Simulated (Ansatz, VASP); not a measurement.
**Zn: VASP beside Ansatz**

INCAR

```
PREC = Accurate
ENCUT = 600
EDIFF = 1E-6
ISMEAR = -1
SIGMA = 0.05
LREAL = False
LASPH = True
NELM = 100
ALGO = Normal
ISIF = 3
LWAVE = False
LCHARG = False
GGA = PE
IBRION = 2
NSW = 45
EDIFFG = -0.005
```

File KPOINTS:

```
regular mesh
0
Gamma
  18 18 18
```

The input POSCAR:

```
Zn
1.0
    0.0000000000      1.9641097993      1.9641097993
    1.9641097993      0.0000000000      1.9641097993
    1.9641097993      1.9641097993      0.0000000000
Zn
1
Direct
    0.0000000000      0.0000000000      0.0000000000
```

Input for Ansatz:

```yaml
crystal:
  lattice:
    - [0.0, 1.9641097993, 1.9641097993]
    - [1.9641097993, 0.0, 1.9641097993]
    - [1.9641097993, 1.9641097993, 0.0]
  atoms:
    - { symbol: Zn, position: [0.0, 0.0, 0.0] }
kpoints:
  mp_grid: { grid: [18, 18, 18] }
scf:
  occupations: { method: fermi_dirac, width: 0.05 }
hamiltonian:
  xc: pbe
  pseudopotentials:
    kind: all_electron
    lapw: { basis_error: 0.0005 }
    relativity: none
output:
  forces: true
  stress: true
  eigenvalues: true
  populations: true
relax:
  f_tol: 0.005
  max_steps: 25
  cell: {}
```

Alike in both runs: task relaxation of cell and atoms; functional PBE; k mesh 18 × 18 × 18; occupations fermi-dirac, width 0.05 eV; no spin polarisation.

```csv
,VASP,Ansatz
version,VASP 6.6.1,Ansatz 0.2.0
potentials or method,"VASP PAW PBE potentials, release 64 (Zn), cutoff 600 eV","all-electron LAPW, non-relativistic"
```

```tsv
	VASP	Ansatz	Ansatz less VASP
relaxed volume (Å³/atom)	15.22	15.52	+0.298
relaxed cell length with the largest relative difference (Å)	2.782	2.800	+0.0181
```

Ansatz ran all-electron here, and VASP with PAW potentials.
